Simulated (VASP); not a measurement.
Set up this calculation in VASP 6.6.1, as the native input.

```
Task                      : relaxation of the atoms
Functional                : r2SCAN
Potentials or basis       : VASP PAW PBE potentials, release 64 (Li_sv)
Cutoff                    : 520 eV
k mesh                    : 9 × 9 × 1
Occupations               : gaussian, width 0.1 eV
Spin                      : no spin polarisation
Dipole correction         : yes
Atoms held fixed (from 0) : [0, 1]
Further INCAR settings    : ALGO = Normal; EDIFF = 1e-06; IBRION = 2; EDIFFG = -0.03; NSW = 90
```

System: Li, a slab with vacuum.

```
Li
1.0
     3.09261    0.00000    0.00000
    -1.54631    2.67828    0.00000
     0.00000    0.00000   24.59622
Li
4
Direct
  0.66667 0.33333 0.34558
  0.33333 0.66667 0.44853
  0.66667 0.33333 0.55147
  0.33333 0.66667 0.65442
```

One way to write it, as run:

POSCAR

```
Li
1.0
    3.0926129057      0.0000000000      0.0000000000
   -1.5463064529      2.6782813404      0.0000000000
    0.0000000000      0.0000000000     24.5962151022
Li
4
Selective dynamics
Direct
    0.6666666667      0.3333333333      0.3455816257  F F F
    0.3333333333      0.6666666667      0.4485272086  F F F
    0.6666666667      0.3333333333      0.5514727914  T T T
    0.3333333333      0.6666666667      0.6544183743  T T T
```

INCAR.step1

```
SYSTEM = Li
PREC = Accurate
ENCUT = 520
ISMEAR = 0
SIGMA = 0.1
LREAL = .FALSE.
LASPH = .TRUE.
NELM = 100
LDIPOL = .TRUE.
IDIPOL = 3
DIPOL = 0.5 0.5 0.500
GGA = PE
ALGO = Normal
EDIFF = 1E-4
LWAVE = .TRUE.
LCHARG = .FALSE.
```

INCAR.step2

```
SYSTEM = Li
PREC = Accurate
ENCUT = 520
EDIFF = 1E-6
ISMEAR = 0
SIGMA = 0.1
LREAL = .FALSE.
LASPH = .TRUE.
NELM = 100
ALGO = Normal
ISIF = 2
LWAVE = .FALSE.
LCHARG = .FALSE.
LDIPOL = .TRUE.
IDIPOL = 3
DIPOL = 0.5 0.5 0.500
METAGGA = R2SCAN
LMIXTAU = .TRUE.
IBRION = 2
NSW = 90
EDIFFG = -0.03
ISTART = 1
```

KPOINTS

```
Automatic mesh
0
G
  9 9 1
  0 0 0
```

Potentials or basis: VASP PAW PBE potentials, release 64 (Li_sv).

Command:

```console
$ cat potpaw_PBE.64/Li_sv/POTCAR > POTCAR
$ cp INCAR.step1 INCAR
$ mpirun -np 1 vasp_std > vasp.out
$ cp INCAR.step2 INCAR
$ mpirun -np 1 vasp_std > vasp.out
```

Results of the run:

```yaml
Energy_gained_by_relaxing: 1.2 meV/atom
Ionic_steps: 4
Band_gap_on_the_k_mesh: zero (bands 6 and 7 overlap by 4.19 eV)
```

It took 11 min on 1 thread of Intel(R) Xeon(R) 6975P-C (Granite Rapids), on a shared host, peak memory 0.35 GiB.
